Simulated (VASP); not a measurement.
# PtS2 in VASP: single point with PBE+D3(BJ)

Aim: the single point of PtS2 with PBE+D3(BJ).

All numbers are computed with VASP 6.6.1; they aren't measurements. Logs are shortened: lines on timing, memory, paths and dates and some standing lists are left out, and cuts for length are marked.

### Step 1. The cell of the first run

The cell holds a slab with vacuum, 6 atoms: a = 3.542 Å, b = 3.542 Å, c = 22.467 Å, α = 90.00°, β = 90.00°, γ = 120.00°.

### Step 2. Single point, PBE+D3(BJ)

Contents of INCAR:

```
SYSTEM = PtS2
  PREC = Accurate
  ENCUT = 520
  EDIFF = 1E-6
  ISMEAR = 0
  SIGMA = 0.05
  LREAL = .FALSE.
  LASPH = .TRUE.
  NELM = 80
  ALGO = Normal
  ISIF = 2
  LWAVE = .FALSE.
  LCHARG = .TRUE.
  LDIPOL = .TRUE.
  IDIPOL = 3
  DIPOL = 0.5 0.5 0.383
  GGA = PE
  IVDW = 12
  LELF = .TRUE.
  LVHAR = .TRUE.
  LVACPOTAV = .TRUE.
  NBANDS = 31
```

Contents of KPOINTS:

```
Automatic mesh
0
G
  9 9 1
  0 0 0
```

Contents of POSCAR:

```
PtS2
1.0
    3.5415269801      0.0000000000      0.0000000000
   -1.7707634901      3.0670523330      0.0000000000
    0.0000000000      0.0000000000     22.4670671688
S Pt
4 2
Direct
    0.6666666667      0.3333333333      0.2002931654
    0.3333333333      0.6666666667      0.3108342327
    0.5000000000      1.3333333333      0.4550453118
    0.8333333333      1.0000000000      0.5655863791
    0.0000000000      0.0000000000      0.2555636990
    1.1666666667      1.6666666667      0.5103158454
```

Potentials or basis: VASP PAW PBE potentials, release 64 (S, Pt).

Started as:

```console
$ cat potpaw_PBE.64/S/POTCAR potpaw_PBE.64/Pt/POTCAR > POTCAR
$ mpirun -np 1 vasp_std > vasp.out
```

OUTCAR:

```text
SYSTEM = PtS2
   PREC = Accurate
   ENCUT = 520
   EDIFF = 1E-6
   ISMEAR = 0
   LREAL = .FALSE.
   LASPH = .TRUE.
   NELM = 80
   ISIF = 2
   GGA = PE
   IVDW = 12
 IVDW          = 12

 ion  position               nearest neighbor table
   1  0.667  0.333  0.200-   5 2.39   5 2.39   5 2.39
   2  0.333  0.667  0.311-   5 2.39   5 2.39   5 2.39
   3  0.500  0.333  0.455-   6 2.39   6 2.39   6 2.39
   4  0.833  0.000  0.566-   6 2.39   6 2.39   6 2.39
   5  0.000  0.000  0.256-   1 2.39   1 2.39   1 2.39   2 2.39   2 2.39   2 2.39
   6  0.167  0.667  0.510-   3 2.39   3 2.39   3 2.39   4 2.39   4 2.39   4 2.39

  LATTYP: Found a hexagonal cell.
 ALAT       =     3.5415269801
 C/A-ratio  =     6.3438927036

  Lattice vectors:

 A1 = (   3.5415269801,   0.0000000000,   0.0000000000)
 A2 = (  -1.7707634901,   3.0670523330,   0.0000000000)
 A3 = (   0.0000000000,   0.0000000000,  22.4670671688)

Analysis of symmetry for initial positions (statically):
=====================================================================
 Subroutine PRICEL returns:
 Original cell was already a primitive cell.

 Routine SETGRP: Setting up the symmetry group for a
 hexagonal supercell.

 Subroutine GETGRP returns: Found  1 space group operations
 (whereof  1 operations were pure point group operations)
 out of a pool of 24 trial point group operations.

The static configuration has the point symmetry C_1 .

Analysis of symmetry for dynamics (positions and initial velocities):
=====================================================================
 Subroutine PRICEL returns:
 Original cell was already a primitive cell.

 Routine SETGRP: Setting up the symmetry group for a
 hexagonal supercell.

 Subroutine GETGRP returns: Found  1 space group operations
 (whereof  1 operations were pure point group operations)
 out of a pool of 24 trial point group operations.

The dynamic configuration has the point symmetry C_1 .

 Subroutine INISYM returns: Found  1 space group operations
 (whereof  1 operations are pure point group operations),
 and found     1 'primitive' translations

----------------------------------------------------------------------------------------

                                     Primitive cell

  volume of cell :     244.0384

  direct lattice vectors                    reciprocal lattice vectors
     3.541526980  0.000000000  0.000000000     0.282364078  0.163022976  0.000000000
    -1.770763490  3.067052333  0.000000000     0.000000000  0.326045953  0.000000000
     0.000000000  0.000000000 22.467067169     0.000000000  0.000000000  0.044509592

  length of vectors
     3.541526980  3.541526980 22.467067169     0.326045953  0.326045953  0.044509592

  position of ions in fractional coordinates (direct lattice)
     0.666666667  0.333333333  0.200293165
     0.333333333  0.666666667  0.310834233
     0.500000000  0.333333333  0.455045312
     0.833333333  0.000000000  0.565586379
     0.000000000  0.000000000  0.255563699
     0.166666667  0.666666667  0.510315845

  ion indices of the primitive-cell ions
   primitive index   ion index
                 1           1
                 2           2
                 3           3
                 4           4
                 5           5
                 6           6

----------------------------------------------------------------------------------------

 KPOINTS: Automatic mesh

Automatic generation of k-mesh.
 Grid dimensions read from file:
 generate k-points for:    9    9    1

 Generating k-lattice:

  Cartesian coordinates                     Fractional coordinates (reciprocal lattice)
     0.031373786  0.018113664  0.000000000     0.111111111  0.000000000  0.000000000
     0.000000000  0.036227328  0.000000000     0.000000000  0.111111111  0.000000000
     0.000000000  0.000000000  0.044509592     0.000000000  0.000000000  1.000000000

  Length of vectors
     0.036227328  0.036227328  0.044509592

  Shift w.r.t. Gamma in fractional coordinates (k-lattice)
     0.000000000  0.000000000  0.000000000

 Subroutine IBZKPT returns following result:
 ===========================================

 Found     41 irreducible k-points:

 Following reciprocal coordinates:
            Coordinates               Weight
  0.000000  0.000000  0.000000      1.000000
  0.111111  0.000000  0.000000      2.000000
  0.000000  0.111111  0.000000      2.000000
 -0.111111  0.111111  0.000000      2.000000
  0.222222  0.000000  0.000000      2.000000
  0.000000  0.222222  0.000000      2.000000
[... 16 lines left out ...]
  0.333333  0.111111  0.000000      2.000000
 -0.111111  0.444444  0.000000      2.000000
 [... further k-points ...]
   k-points           NKPTS =     41   k-points in BZ     NKDIM =     41   number of bands    NBANDS=     31
   number of dos      NEDOS =    301   number of ions     NIONS =      6
   total plane-waves  NPLWV = 131712
   dimension x,y,z NGX =    28 NGY =   28 NGZ =  168
   dimension x,y,z NGXF=    56 NGYF=   56 NGZF=  336
   ions per type =               4   2
   NGX,Y,Z   is equivalent  to a cutoff of  13.14, 13.14, 12.43 a.u.
   NGXF,Y,Z  is equivalent  to a cutoff of  26.29, 26.29, 24.86 a.u.
 SYSTEM =  PtS2
   PREC   = accura    normal or accurate (medium, high low for compatibility)
   ISTART =      0    job   : 0-new  1-cont  2-samecut
   ICHARG =      2    charge: 1-file 2-atom 10-const
   ISPIN  =      1    spin polarized calculation?
   LNONCOLLINEAR =      F non collinear calculations
   LSORBIT =      F    spin-orbit coupling
   LASPH  =      T    aspherical Exc in radial PAW
   ENCUT  =  520.0 eV  38.22 Ry    6.18 a.u.   6.58  6.58 41.77*2*pi/ulx,y,z
   NELM   =     80;   NELMIN=  2; NELMDL= -5     # of ELM steps
   EDIFF  = 0.1E-05   stopping-criterion for ELM
   LREAL  =      F    real-space projection
   EDIFFG = 0.1E-04   stopping-criterion for IOM
   NSW    =      0    number of steps for IOM
   IBRION =     -1    ionic relax: 0-MD 1-quasi-New 2-CG
   NFREE  =      0    steps in history (QN), initial steepest desc. (CG)
   ISIF   =      2    stress and relaxation
   ISYM   =      2    0-nonsym 1-usesym 2-fastsym
   POTIM  = 0.5000    time-step for ionic-motion
   TEBEG  =    0.0;   TEEND  =   0.0 temperature during run
   PSTRESS=    0.0 pullay stress
   NELECT =      44.0000    total number of electrons
   NUPDOWN=      -1.0000    fix difference up-down
   EMIN   =  10.00;   EMAX   =-10.00  energy-range for DOS
   EFERMI =   0.00;   METHOD = LEGACY
   ISMEAR =     0;   SIGMA  =   0.05  broadening in eV -4-tet -1-fermi 0-gaus
   EFERMI_NEDOS =   21; number of points for ismear=-14 and -15
   IALGO  =     38    algorithm
   IMIX   =      4    mixing-type and parameters
     AMIX     =   0.40;   BMIX     =  1.00
     AMIX_MAG =   1.60;   BMIX_MAG =  1.00
  volume/ion in A,a.u.               =      40.67       274.48
  Fermi-wavevector in a.u.,A,eV,Ry     =   0.924854  1.747720 11.637801  0.855354
  Thomas-Fermi vector in A             =   2.050645
   LORBIT       =      0    0 simple, 1 ext, 2 COOP (PROOUT), +10 PAW based schemes
   GGA     = PE    functional components
   LHFCALC =     F    Hartree Fock is set to
   AEXX    =    0.0000 exact exchange contribution
   IVDW    =    12    specifies the selected vdW correction
   LEPSILON=     F    determine dielectric tensor
   LRPA    =     F    only Hartree local field effects (RPA)
 non-spin polarized calculation
 Gauss-broadening in eV      SIGMA  =   0.05
  energy-cutoff  :      520.00
  volume of cell :      244.04
 maximum number of plane-waves:      6671
   NGX = 13   NGY = 13   NGZ = 83

 number of electron      44.0000000 magnetization

 dipolmoment           0.000000      0.000000     -0.002084 electrons x Angstroem

 Free energy of the ion-electron system (eV)
  ---------------------------------------------------
  ext. energy  EPLUGINS =         0.00000000
  ---------------------------------------------------
  free energy    TOTEN  =       -30.89038702 eV

  energy without entropy =      -30.89038702  energy(sigma->0) =      -30.89038702

 E-fermi :  -0.3148     XC(G=0):  -5.4365

 val. band max:       -0.5333842087   @ k =   0.1111   0.1111   0.0000
 cond. band min:       0.8313640412   @ k =   0.2222   0.0000   0.0000
 fundamental gap:      1.3647482500
 Fermi energy:        -0.3148397043

 k-point     1 :       0.0000    0.0000    0.0000
  band No.  band energies     occupation
      1     -14.9284      2.00000
      2     -14.8589      2.00000
      3     -12.7670      2.00000
      4     -12.6229      2.00000
      5      -6.4071      2.00000
      6      -6.4057      2.00000
[... 23 lines left out ...]
     30       5.3155      0.00000
     31       5.5763      0.00000

 k-point     2 :       0.1111    0.0000    0.0000
  band No.  band energies     occupation
      1     -14.7743      2.00000
      2     -14.7045      2.00000
      3     -12.7932      2.00000
      4     -12.6599      2.00000
      5      -6.4201      2.00000
      6      -6.3624      2.00000
[... 23 lines left out ...]
     30       5.9116      0.00000
     31       5.9929      0.00000

 k-point     3 :       0.0000    0.1111    0.0000
  band No.  band energies     occupation
      1     -14.7741      2.00000
      2     -14.7047      2.00000
      3     -12.7925      2.00000
      4     -12.6606      2.00000
      5      -6.4200      2.00000
      6      -6.3638      2.00000
[... 23 lines left out ...]
     30       5.9378      0.00000
     31       5.9780      0.00000

 k-point     4 :      -0.1111    0.1111    0.0000
  band No.  band energies     occupation
      1     -14.7740      2.00000
      2     -14.7048      2.00000
      3     -12.7921      2.00000
      4     -12.6610      2.00000
      5      -6.4206      2.00000
      6      -6.3637      2.00000
[... 23 lines left out ...]
     30       5.9487      0.00000
     31       5.9724      0.00000

 k-point     5 :       0.2222    0.0000    0.0000
  band No.  band energies     occupation
      1     -14.3474      2.00000
      2     -14.2771      2.00000
      3     -12.8612      2.00000
      4     -12.7532      2.00000
      5      -6.3841      2.00000
      6      -6.2601      2.00000
[... 23 lines left out ...]
     30       5.9166      0.00000
     31       6.7528      0.00000
[... 542 lines left out ...]
     30       6.3643      0.00000
     31       7.2852      0.00000

 k-point    22 :       0.3333   -0.1111    0.0000
  band No.  band energies     occupation
      1     -13.9746      2.00000
      2     -13.9060      2.00000
      3     -12.9121      2.00000
      4     -12.8248      2.00000
      5      -6.2875      2.00000
      6      -6.1597      2.00000
[... 23 lines left out ...]
     30       6.3706      0.00000
     31       7.2526      0.00000

 k-point    23 :       0.3333    0.1111    0.0000
  band No.  band energies     occupation
      1     -13.4518      2.00000
      2     -13.3843      2.00000
      3     -12.9590      2.00000
      4     -12.8891      2.00000
      5      -6.7557      2.00000
      6      -6.6921      2.00000
[... 23 lines left out ...]
     30       6.9886      0.00000
     31       7.3449      0.00000

 k-point    24 :      -0.1111    0.4444    0.0000
  band No.  band energies     occupation
      1     -13.4438      2.00000
      2     -13.3904      2.00000
      3     -12.9512      2.00000
      4     -12.8985      2.00000
      5      -6.7485      2.00000
      6      -6.7022      2.00000
[... 23 lines left out ...]
     30       6.9413      0.00000
     31       7.3547      0.00000

 [... further k-points ...]

------------------------ aborting loop because EDIFF is reached ----------------------------------------

 Edisp (eV)   -1.92701

 E8    (eV) :    -0.7985

  FORCE on cell =-STRESS in cart. coord.  units (eV):
  Direction    XX          YY          ZZ          XY          YZ          ZX
  --------------------------------------------------------------------------------------
  -------------------------------------------------------------------------------------
  Total      -0.46676    -0.45047    -0.82074    -0.06162    -0.07456     0.11762
  in kB      -3.06442    -2.95747    -5.38840    -0.40453    -0.48952     0.77220
  external pressure =       -3.80 kB  Pullay stress =        0.00 kB

 VOLUME and BASIS-vectors are now :
 -----------------------------------------------------------------------------
  energy-cutoff  :      520.00
  volume of cell :      244.04
      direct lattice vectors                 reciprocal lattice vectors
     3.541526980  0.000000000  0.000000000     0.282364078  0.163022976  0.000000000
    -1.770763490  3.067052333  0.000000000     0.000000000  0.326045953  0.000000000
     0.000000000  0.000000000 22.467067169     0.000000000  0.000000000  0.044509592

 POSITION                                       TOTAL-FORCE (eV/Angst)
 -----------------------------------------------------------------------------------
      1.77076      1.02235      4.50000        -0.016502      0.005190      0.036229
     -0.00000      2.04470      6.98353        -0.038352      0.019837     -0.014855
      1.18051      1.02235     10.22353         0.026086     -0.021191      0.005366
      2.95127      0.00000     12.70707         0.003704     -0.007227     -0.039157
      0.00000      0.00000      5.74177         0.024561     -0.005820      0.091127
     -0.59025      2.04470     11.46530         0.000504      0.009211     -0.078710
 -----------------------------------------------------------------------------------
    total drift:                               -0.000002      0.000134     -0.000155

  FREE ENERGIE OF THE ION-ELECTRON SYSTEM (eV)
  ---------------------------------------------------
  free  energy   TOTEN  =       -32.8173963980 eV

  energy  without entropy=      -32.8173963980  energy(sigma->0) =      -32.81739640

 vacuum level on the upper side and lower side of the slab         5.469         5.503
```

Wall time 11 min (1 thread of AMD EPYC 7R13 (Zen 3), shared host); peak memory 0.46 GiB.

Results:

```yaml
Free_energy: -32.8174 eV
Largest_force: 0.095 eV/Å
Band_gap_on_the_k_mesh: 1.36 eV, indirect (least direct gap 1.49 eV)
Dispersion_energy_per_atom: -0.321 eV
```

Forces on the atoms (eV/Å):
```
S   -0.017  0.005  0.036
S   -0.038  0.020 -0.015
S    0.026 -0.021  0.005
S    0.004 -0.007 -0.039
Pt   0.025 -0.006  0.091
Pt   0.001  0.009 -0.079
```

Levels at points of the mesh, in eV from the valence-band top:
| k point | band 19 | band 20 | band 21 | band 22 | band 23 | band 24 | band 25 | band 26 |
| --- | --- | --- | --- | --- | --- | --- | --- | --- |
| (0.00, 0.00, 0.00) | -0.58 | -0.54 | -0.53 | -0.45 | 2.86 | 2.90 | 2.93 | 2.97 |

Caveat: spin-orbit coupling is left out, which moves the levels of the heavy elements.
